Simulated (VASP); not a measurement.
# NbFe2N3 (Amm2) in VASP: notebook, part 2 of 2

VASP 6.6.1.

### 3 Single point, PBE

The input, INCAR:

```
ALGO = Normal
EDIFF = 1E-6
ENCUT = 700
GGA = PE
GGA_COMPAT = False
ISIF = 2
ISMEAR = 0
LASPH = True
LCHARG = False
LREAL = False
LWAVE = False
NBANDS = 39
NELM = 120
PREC = Accurate
SIGMA = 0.1
```

The input, KPOINTS:

```
k-points
0
Gamma
  6 4 4
```

The input, POSCAR:

```
NbFe2N3
1.0
    2.8570425319      0.0000000000      0.0000000000
    0.0000000000      4.0929552555      3.4209108376
    0.0000000000     -4.0929552555      3.4209108376
Nb Fe N
1 2 3
Direct
    0.5000000000      0.2245183601      0.2245183601
    0.0000000000      0.2521402194      0.6710895135
    0.0000000000      0.6710895135      0.2521402194
    0.0000000000      0.4753927257      0.4753927257
    0.0000000000      0.3828508263      0.9929775605
    0.0000000000      0.9929775605      0.3828508263
```

Potentials or basis: VASP PAW PBE potentials, release 64 (Nb_sv, Fe_sv, N).

The run is started by

```sh
$ cat potpaw_PBE.64/Nb_sv/POTCAR potpaw_PBE.64/Fe_sv/POTCAR potpaw_PBE.64/N/POTCAR > POTCAR
$ mpirun -np 1 vasp_std > vasp.out
```

OUTCAR:

```text
EDIFF = 1E-6
   ENCUT = 700
   GGA = PE
   ISIF = 2
   ISMEAR = 0
   LASPH = True
   LREAL = False
   NELM = 120
   PREC = Accurate

 ion  position               nearest neighbor table
   1  0.500  0.225  0.225-   5 2.16   6 2.16   5 2.16   6 2.16   4 2.23   4 2.23   3 2.76   3 2.76
                             2 2.76   2 2.76
   2  0.000  0.252  0.671-   4 1.72   5 1.73   6 1.88   1 2.76   1 2.76
   3  0.000  0.671  0.252-   4 1.72   6 1.73   5 1.88   1 2.76   1 2.76
   4  0.000  0.475  0.475-   2 1.72   3 1.72   1 2.23   1 2.23
   5  0.000  0.383  0.993-   2 1.73   3 1.88   1 2.16   1 2.16
   6  0.000  0.993  0.383-   3 1.73   2 1.88   1 2.16   1 2.16

  LATTYP: Found a base centered orthorhombic cell.
 ALAT       =     6.8418216752
 B/A-ratio  =     1.1964518954
 C/A-ratio  =     0.4175850625

  Lattice vectors:

 A1 = (   0.0000000000,   4.0929552555,   3.4209108376)
 A2 = (   0.0000000000,  -4.0929552555,   3.4209108376)
 A3 = (   2.8570425319,   0.0000000000,   0.0000000000)

Analysis of symmetry for initial positions (statically):
=====================================================================
 Subroutine PRICEL returns:
 Original cell was already a primitive cell.

 Routine SETGRP: Setting up the symmetry group for a
 base centered orthorhombic supercell.

 Subroutine GETGRP returns: Found  4 space group operations
 (whereof  4 operations were pure point group operations)
 out of a pool of  8 trial point group operations.

The static configuration has the point symmetry C_2v.

Analysis of symmetry for dynamics (positions and initial velocities):
=====================================================================
 Subroutine PRICEL returns:
 Original cell was already a primitive cell.

 Routine SETGRP: Setting up the symmetry group for a
[... 132 lines left out ...]
   IMIX   =      4    mixing-type and parameters
     AMIX     =   0.40;   BMIX     =  1.00
     AMIX_MAG =   1.60;   BMIX_MAG =  1.00
  volume/ion in A,a.u.               =      13.33        89.99
  Fermi-wavevector in a.u.,A,eV,Ry     =   1.487362  2.810707 30.099442  2.212247
  Thomas-Fermi vector in A             =   2.600532
   LORBIT       =      0    0 simple, 1 ext, 2 COOP (PROOUT), +10 PAW based schemes
   GGA     = PE    functional components
   LHFCALC =     F    Hartree Fock is set to
   AEXX    =    0.0000 exact exchange contribution
   IVDW    =     0    specifies the selected vdW correction
   LEPSILON=     F    determine dielectric tensor
   LRPA    =     F    only Hartree local field effects (RPA)
 non-spin polarized calculation
 Gauss-broadening in eV      SIGMA  =   0.10
  energy-cutoff  :      700.00
  volume of cell :       80.01
 maximum number of plane-waves:      3388
 NGX is ok and might be reduce to    28
   NGX = 13   NGY = 23   NGZ = 23

 number of electron      59.9999997 magnetization

 Free energy of the ion-electron system (eV)
  ---------------------------------------------------
  ext. energy  EPLUGINS =         0.00000000
  ---------------------------------------------------
  free energy    TOTEN  =       -51.99708195 eV

  energy without entropy =      -51.96593426  energy(sigma->0) =      -51.98150811

 E-fermi :   6.5646     XC(G=0): -10.7856

 val. band max:        6.5464144548   @ k =   0.0000   0.5000   0.0000
 cond. band min:       6.5775090572   @ k =   0.5000   0.5000   0.0000
 fundamental gap:      0.0310946024
 Fermi energy:         6.5646466785

 k-point     1 :       0.0000    0.0000    0.0000
  band No.  band energies     occupation
      1     -80.7494      2.00000
      2     -80.7487      2.00000
      3     -48.7999      2.00000
      4     -47.3025      2.00000
      5     -47.2989      2.00000
      6     -46.7661      2.00000
[... 997 lines left out ...]
     38      10.9395      0.00000
     39      12.8324      0.00000

 [... further k-points ...]

------------------------ aborting loop because EDIFF is reached ----------------------------------------

  FORCE on cell =-STRESS in cart. coord.  units (eV):
  Direction    XX          YY          ZZ          XY          YZ          ZX
  --------------------------------------------------------------------------------------
  -------------------------------------------------------------------------------------
  Total       -0.2923885     -0.3427087     -0.3992903      0.0000000      0.0000000      0.0000000
  in kB       -5.8552498     -6.8629409     -7.9960199      0.0000000      0.0000000      0.0000000
  external PRESSURE =      -6.9047369 kB  Pullay stress =       0.0000000 kB

 VOLUME and BASIS-vectors are now :
 -----------------------------------------------------------------------------
  energy-cutoff  :      700.00
  volume of cell :       80.01
      direct lattice vectors                 reciprocal lattice vectors
     2.857042532  0.000000000  0.000000000     0.350012290  0.000000000  0.000000000
     0.000000000  4.092955255  3.420910838     0.000000000  0.122161120  0.146159904
     0.000000000 -4.092955255  3.420910838     0.000000000 -0.122161120  0.146159904

 POSITION                                       TOTAL-FORCE (eV/Angst)
 -----------------------------------------------------------------------------------
      1.42852      0.00000      1.53611         0.000000      0.000000      0.007893
      0.00000     -1.71474      3.15829         0.000000     -0.027768      0.001884
      0.00000      1.71474      3.15829         0.000000      0.027768      0.001884
      0.00000      0.00000      3.25255         0.000000      0.000000     -0.012174
      0.00000     -2.49722      4.70659         0.000000      0.007894      0.000257
      0.00000      2.49722      4.70659         0.000000     -0.007894      0.000257
 -----------------------------------------------------------------------------------
    total drift:                               -0.000000      0.000001     -0.003322

  FREE ENERGIE OF THE ION-ELECTRON SYSTEM (eV)
  ---------------------------------------------------
  free  energy   TOTEN  =       -51.9970819466 eV

  energy  without entropy=      -51.9659342639  energy(sigma->0) =      -51.98150811
```

OSZICAR:

```text
N       E                     dE             d eps       ncg     rms          rms(c)
DAV:   1     0.128345560951E+04    0.12835E+04   -0.40281E+04  2184   0.233E+03
DAV:   2     0.836651401009E+02   -0.11998E+04   -0.11682E+04  2184   0.816E+02
DAV:   3    -0.545984128555E+02   -0.13826E+03   -0.13094E+03  3161   0.307E+02
DAV:   4    -0.657511478847E+02   -0.11153E+02   -0.10930E+02  3640   0.928E+01
DAV:   5    -0.663251660531E+02   -0.57402E+00   -0.57017E+00  3543   0.161E+01    0.390E+01
DAV:   6    -0.874575246276E+02   -0.21132E+02   -0.26960E+02  3393   0.173E+02    0.989E+01
DAV:   7    -0.522880858832E+02    0.35169E+02   -0.74685E+01  3080   0.122E+02    0.131E+01
DAV:   8    -0.522305613071E+02    0.57525E-01   -0.15763E+01  3384   0.336E+01    0.647E+00
DAV:   9    -0.520318038160E+02    0.19876E+00   -0.12073E+00  3387   0.124E+01    0.237E+00
DAV:  10    -0.520048725599E+02    0.26931E-01   -0.20350E-01  3499   0.344E+00    0.149E+00
DAV:  11    -0.519967717077E+02    0.81009E-02   -0.57682E-02  3552   0.301E+00    0.528E-01
DAV:  12    -0.519966665046E+02    0.10520E-03   -0.72458E-03  3162   0.101E+00    0.265E-01
DAV:  13    -0.519968519059E+02   -0.18540E-03   -0.10495E-03  3728   0.291E-01    0.182E-01
DAV:  14    -0.519970480817E+02   -0.19618E-03   -0.32084E-04  2849   0.161E-01    0.590E-02
DAV:  15    -0.519970692594E+02   -0.21178E-04   -0.90284E-05  3256   0.118E-01    0.363E-02
DAV:  16    -0.519970785409E+02   -0.92814E-05   -0.15728E-05  2472   0.299E-02    0.125E-02
DAV:  17    -0.519970817948E+02   -0.32539E-05   -0.59246E-06  2344   0.140E-02    0.254E-03
DAV:  18    -0.519970819466E+02   -0.15181E-06   -0.40842E-07  1752   0.755E-03
   1 F= -.51997082E+02 E0= -.51981508E+02  d E =-.311477E-01
```

stdout:

```text
POSCAR found type information on POSCAR NbFeN
 POSCAR found :  3 types and       6 ions
 scaLAPACK will be used
 LDA part: xc-table for (Slater+PW92), standard interpolation
 POSCAR, INCAR and KPOINTS ok, starting setup
 FFT: planning ... GRIDC
 FFT: planning ... GRID_SOFT
 FFT: planning ... GRID
 WAVECAR not read
 entering main loop
```

It took 4.2 min on 1 thread of AMD EPYC 7R43 (Zen 3), shared host; peak memory 0.28 GiB.

Results:

```yaml
Free_energy: -51.9971 eV
Pressure: -0.7 GPa
Largest_force: 0.028 eV/Å
Band_gap_on_the_k_mesh: zero (bands 30 and 31 overlap by 0.69 eV)
```

Forces on the atoms (eV/Å):
```
Nb   0.000  0.000  0.008
Fe   0.000 -0.028  0.002
Fe   0.000  0.028  0.002
N    0.000  0.000 -0.012
N    0.000  0.008  0.000
N    0.000 -0.008  0.000
```

Stress tensor (GPa, compression positive):
```
-0.59  0.00  0.00
 0.00 -0.69  0.00
 0.00  0.00 -0.80
```

Caveat: the k points lie up to 0.37 Å⁻¹ apart, too coarse for converged energies and pressures of a metal; the run has no spin polarisation, though such a crystal can be magnetic. With open d or f shells a metallic result of PBE can be an artefact of self-interaction; +U or a hybrid may open a gap.

The gap in the log of VASP goes by the Fermi energy; the results here count the filled bands.